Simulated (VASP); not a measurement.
# Sr2OsBrO3 (P4/nmm) in VASP: single point with PBEsol

Aim: the single point of Sr2OsBrO3 with PBEsol.

Program: VASP 6.6.1. These are calculated values, not measurements. Logs are shortened: lines on timing, memory, paths and dates and some standing lists are left out, and cuts for length are marked.

## 1. The cell of the first run

Symmetry: P4/nmm, No. 129, tetragonal system. The conventional cell has a = 3.971 Å, b = 3.971 Å, c = 15.306 Å, α = 90.00°, β = 90.00°, γ = 90.00°. Within 3.1 Å of O (site symmetry 2mm) lie 2 Os at 2.01 Å and 4 Sr at 2.58 to 2.78 Å and 6 O at 2.81 to 3.00 Å. Within 2.5 Å of O (site symmetry 4mm) lie 1 Os at 1.91 Å and 1 Sr at 2.47 Å. Within 4.1 Å of Br (site symmetry 4mm) lie 5 Sr at 3.13 to 3.96 Å and 1 Os at 3.37 Å and 4 O at 3.62 Å and 8 Br at 3.81 to 3.97 Å. Within 2.5 Å of Os (site symmetry 4mm) lie 5 O at 1.91 to 2.01 Å. Within 3.6 Å of Sr (site symmetry 4mm) lie 4 O at 2.58 Å and 4 Br at 3.13 Å and 4 Os at 3.44 Å and 1 Sr at 3.58 Å. Sr (site symmetry 4mm) has 9 O at 2.47 to 2.82 Å and 4 Os at 3.23 Å within 3.3 Å.

## 2. Single point, PBEsol

File INCAR:

```
SYSTEM = Sr2OsBrO3
PREC     = Accurate       ! precision mode
ENCUT    = 520            ! plane-wave cutoff, eV
EDIFF    = 1E-7           ! SCF threshold, eV
ISMEAR   = -1             ! smearing method
SIGMA    = 0.1            ! smearing width, eV
LREAL    = .False.        ! projectors in reciprocal space
LASPH    = .True.         ! aspherical terms in the spheres
NELM     = 100            ! most SCF steps
ALGO     = Normal         ! electronic algorithm
ISIF     = 2              ! what is computed and relaxed
LWAVE    = .False.        ! write WAVECAR
LCHARG   = .True.         ! write CHGCAR
GGA      = PS             ! functional
LELF     = .True.         ! ELF
LVHAR    = .True.       
NBANDS   = 66             ! bands
```

File KPOINTS:

```
Automatic mesh
0
Gamma
  9 9 3
  0 0 0
```

File POSCAR:

```
Sr2OsBrO3
1.0
    3.9707637400      0.0000000000      0.0000000000
    0.0000000000      3.9707637400      0.0000000000
    0.0000000000      0.0000000000     15.3060339300
O Br Os Sr
6 2 2 4
Direct
    0.7500000000      0.2500000000      0.2177100000
    0.2500000000      0.7500000000      0.2177100000
    0.2500000000      0.7500000000      0.7822900000
    0.7500000000      0.2500000000      0.7822900000
    0.7500000000      0.7500000000      0.0707000000
    0.2500000000      0.2500000000      0.9293000000
    0.7500000000      0.7500000000      0.4158000000
    0.2500000000      0.2500000000      0.5842000000
    0.7500000000      0.7500000000      0.1956600000
    0.2500000000      0.2500000000      0.8043400000
    0.2500000000      0.2500000000      0.3252000000
    0.7500000000      0.7500000000      0.6748000000
    0.2500000000      0.2500000000      0.0910000000
    0.7500000000      0.7500000000      0.9090000000
```

Potentials or basis: VASP PAW PBE potentials, release 64 (O, Br, Os, Sr_sv).

The run is started by

```bash
cat potpaw_PBE.64/O/POTCAR potpaw_PBE.64/Br/POTCAR potpaw_PBE.64/Os/POTCAR potpaw_PBE.64/Sr_sv/POTCAR > POTCAR
mpirun -np 1 vasp_std > vasp.out
```

OUTCAR:

```text
SYSTEM = Sr2OsBrO3
   PREC = Accurate
   ENCUT = 520
   EDIFF = 1E-7
   ISMEAR = -1
   LREAL = .False.
   LASPH = .True.
   NELM = 100
   ISIF = 2
   GGA = PS

 ion  position               nearest neighbor table
   1  0.750  0.250  0.218-   9 2.01   9 2.01  11 2.58  11 2.58  13 2.78  13 2.78
   2  0.250  0.750  0.218-   9 2.01   9 2.01  11 2.58  11 2.58  13 2.78  13 2.78
   3  0.250  0.750  0.782-  10 2.01  10 2.01  12 2.58  12 2.58  14 2.78  14 2.78
   4  0.750  0.250  0.782-  10 2.01  10 2.01  12 2.58  12 2.58  14 2.78  14 2.78
   5  0.750  0.750  0.071-   9 1.91  14 2.47  13 2.82  13 2.82  13 2.82  13 2.82
   6  0.250  0.250  0.929-  10 1.91  13 2.47  14 2.82  14 2.82  14 2.82  14 2.82
   7  0.750  0.750  0.416-  11 3.13  11 3.13  11 3.13  11 3.13
   8  0.250  0.250  0.584-  12 3.13  12 3.13  12 3.13  12 3.13
   9  0.750  0.750  0.196-   5 1.91   2 2.01   1 2.01   1 2.01   2 2.01  13 3.23  13 3.23  13 3.23
                            13 3.23  11 3.44  11 3.44  11 3.44  11 3.44
  10  0.250  0.250  0.804-   6 1.91   4 2.01   3 2.01   3 2.01   4 2.01  14 3.23  14 3.23  14 3.23
                            14 3.23  12 3.44  12 3.44  12 3.44  12 3.44
  11  0.250  0.250  0.325-   1 2.58   2 2.58   2 2.58   1 2.58   7 3.13   7 3.13   7 3.13   7 3.13
                             9 3.44   9 3.44   9 3.44   9 3.44  13 3.58
  12  0.750  0.750  0.675-   3 2.58   4 2.58   4 2.58   3 2.58   8 3.13   8 3.13   8 3.13   8 3.13
                            10 3.44  10 3.44  10 3.44  10 3.44  14 3.58
  13  0.250  0.250  0.091-   6 2.47   2 2.78   1 2.78   2 2.78   1 2.78   5 2.82   5 2.82   5 2.82
                             5 2.82   9 3.23   9 3.23   9 3.23   9 3.23  11 3.58  14 3.96  14 3.96
  14  0.750  0.750  0.909-   5 2.47   4 2.78   3 2.78   4 2.78   3 2.78   6 2.82   6 2.82   6 2.82
                             6 2.82  10 3.23  10 3.23  10 3.23  10 3.23  12 3.58  13 3.96  13 3.96

  LATTYP: Found a simple tetragonal cell.
 ALAT       =     3.9707637400
 C/A-ratio  =     3.8546826082

  Lattice vectors:

 A1 = (   3.9707637400,   0.0000000000,   0.0000000000)
 A2 = (   0.0000000000,   3.9707637400,   0.0000000000)
 A3 = (   0.0000000000,   0.0000000000,  15.3060339300)

Analysis of symmetry for initial positions (statically):
=====================================================================
 Subroutine PRICEL returns:
 Original cell was already a primitive cell.

 Routine SETGRP: Setting up the symmetry group for a
 simple tetragonal supercell.

 Subroutine GETGRP returns: Found 16 space group operations
 (whereof  4 operations were pure point group operations)
 out of a pool of 16 trial point group operations.

The static configuration has the point symmetry C_2h.
 The point group associated with its full space group is D_4h.
[... 157 lines left out ...]
     AMIX     =   0.40;   BMIX     =  1.00
     AMIX_MAG =   1.60;   BMIX_MAG =  1.00
  volume/ion in A,a.u.               =      17.24       116.33
  Fermi-wavevector in a.u.,A,eV,Ry     =   1.244438  2.351646 21.070329  1.548625
  Thomas-Fermi vector in A             =   2.378704
   LORBIT       =      0    0 simple, 1 ext, 2 COOP (PROOUT), +10 PAW based schemes
   GGA     = PS    functional components
   LHFCALC =     F    Hartree Fock is set to
   AEXX    =    0.0000 exact exchange contribution
   IVDW    =     0    specifies the selected vdW correction
   LEPSILON=     F    determine dielectric tensor
   LRPA    =     F    only Hartree local field effects (RPA)
 non-spin polarized calculation
  energy-cutoff  :      520.00
  volume of cell :      241.33
 maximum number of plane-waves:      6561
 NGX is ok and might be reduce to    30
   NGX = 15   NGY = 15   NGZ = 57

 number of electron     105.9999976 magnetization

 Free energy of the ion-electron system (eV)
  ---------------------------------------------------
  ext. energy  EPLUGINS =         0.00000000
  ---------------------------------------------------
  free energy    TOTEN  =       -91.55248005 eV

  energy without entropy =      -91.34053873  energy(sigma->0) =      -91.44650939

 E-fermi :   5.1214     XC(G=0): -10.4081

 val. band max:        5.0978730290   @ k =   0.4444   0.1111   0.3333
 cond. band min:       5.1356288001   @ k =   0.4444   0.2222   0.3333
 fundamental gap:      0.0377557711
 Fermi energy:         5.1214432512

 k-point     1 :       0.0000    0.0000    0.0000
  band No.  band energies     occupation
      1     -30.7443      2.00000
      2     -30.7442      2.00000
      3     -30.3649      2.00000
      4     -30.3311      2.00000
      5     -15.8235      2.00000
      6     -15.8040      2.00000
[... 1621 lines left out ...]
     64       8.6768      0.00000
     65       9.0634      0.00000

 [... further k-points ...]

 [bands above 65 left out]

------------------------ aborting loop because EDIFF is reached ----------------------------------------

  FORCE on cell =-STRESS in cart. coord.  units (eV):
  Direction    XX          YY          ZZ          XY          YZ          ZX
  --------------------------------------------------------------------------------------
  -------------------------------------------------------------------------------------
  Total        0.9651261      0.9651261      3.6152619      0.0000000     -0.0000000      0.0000000
  in kB        6.4074299      6.4074299     24.0015658      0.0000000     -0.0000000      0.0000000
  external PRESSURE =      12.2721419 kB  Pullay stress =       0.0000000 kB

 VOLUME and BASIS-vectors are now :
 -----------------------------------------------------------------------------
  energy-cutoff  :      520.00
  volume of cell :      241.33
      direct lattice vectors                 reciprocal lattice vectors
     3.970763740  0.000000000  0.000000000     0.251840720  0.000000000  0.000000000
     0.000000000  3.970763740  0.000000000     0.000000000  0.251840720  0.000000000
     0.000000000  0.000000000 15.306033930     0.000000000  0.000000000  0.065333711

 POSITION                                       TOTAL-FORCE (eV/Angst)
 -----------------------------------------------------------------------------------
      2.97807      0.99269      3.33228         0.000000     -0.000000     -0.490846
      0.99269      2.97807      3.33228        -0.000000      0.000000     -0.490846
      0.99269      2.97807     11.97376        -0.000000      0.000000      0.490846
      2.97807      0.99269     11.97376        -0.000000     -0.000000      0.490846
      2.97807      2.97807      1.08214        -0.000000     -0.000000     -2.686771
      0.99269      0.99269     14.22390         0.000000      0.000000      2.686771
      2.97807      2.97807      6.36425         0.000000      0.000000     -0.136134
      0.99269      0.99269      8.94179         0.000000      0.000000      0.136134
      2.97807      2.97807      2.99478        -0.000000     -0.000000      3.803679
      0.99269      0.99269     12.31126        -0.000000      0.000000     -3.803679
      0.99269      0.99269      4.97752         0.000000     -0.000000     -0.390170
      2.97807      2.97807     10.32851        -0.000000     -0.000000      0.390170
      0.99269      0.99269      1.39285         0.000000     -0.000000     -0.328139
      2.97807      2.97807     13.91318         0.000000     -0.000000      0.328139
 -----------------------------------------------------------------------------------
    total drift:                                0.000000      0.000000      0.000000

  FREE ENERGIE OF THE ION-ELECTRON SYSTEM (eV)
  ---------------------------------------------------
  free  energy   TOTEN  =       -91.5524800507 eV

  energy  without entropy=      -91.3405387336  energy(sigma->0) =      -91.44650939
```

stdout:

```text
POSCAR found type information on POSCAR O BrOsSr
 POSCAR found :  4 types and      14 ions
 scaLAPACK will be used
 -----------------------------------------------------------------------------
|                                                                             |
|                                                                             |
|     You enforced a specific xc type in the INCAR file but a different       |
|     I HOPE YOU KNOW WHAT YOU ARE DOING!                                     |
|                                                                             |
 -----------------------------------------------------------------------------

 LDA part: xc-table for (Slater+PW92), standard interpolation
 POSCAR, INCAR and KPOINTS ok, starting setup
 FFT: planning ... GRIDC
 FFT: planning ... GRID_SOFT
 FFT: planning ... GRID
 WAVECAR not read
 entering main loop
```

Wall time 12 min (1 thread of AMD EPYC 7R13 (Zen 3), shared host); peak memory 0.54 GiB.

What came out:

| Item | Value |
| --- | --- |
| Free energy | -91.5525 eV |
| Pressure | 1.2 GPa |
| Largest force | 3.804 eV/Å |
| Band gap on the k mesh | zero (bands 53 and 54 overlap by 0.95 eV) |

Forces on the atoms (eV/Å):
```
O    0.000  0.000 -0.491
O    0.000  0.000 -0.491
O    0.000  0.000  0.491
O    0.000  0.000  0.491
O    0.000  0.000 -2.687
O    0.000  0.000  2.687
Br   0.000  0.000 -0.136
Br   0.000  0.000  0.136
Os   0.000  0.000  3.804
Os   0.000  0.000 -3.804
Sr   0.000  0.000 -0.390
Sr   0.000  0.000  0.390
Sr   0.000  0.000 -0.328
Sr   0.000  0.000  0.328
```

Stress tensor (GPa, compression positive):
```
0.64 0.00 0.00
0.00 0.64 0.00
0.00 0.00 2.40
```

Levels at points of the mesh, in eV from the Fermi level:
```
           k point  band 52  band 53  band 54  band 55  band 56  band 57
(0.00, 0.00, 0.00)    -0.73    -0.33    -0.33     0.61     1.03     1.11
```

Caveat: the PAW data sets were made with another functional, which shifts forces and pressure a little; spin-orbit coupling is left out, which moves the levels of the heavy elements.

The gap in the log of VASP goes by the Fermi energy; the results here count the filled bands.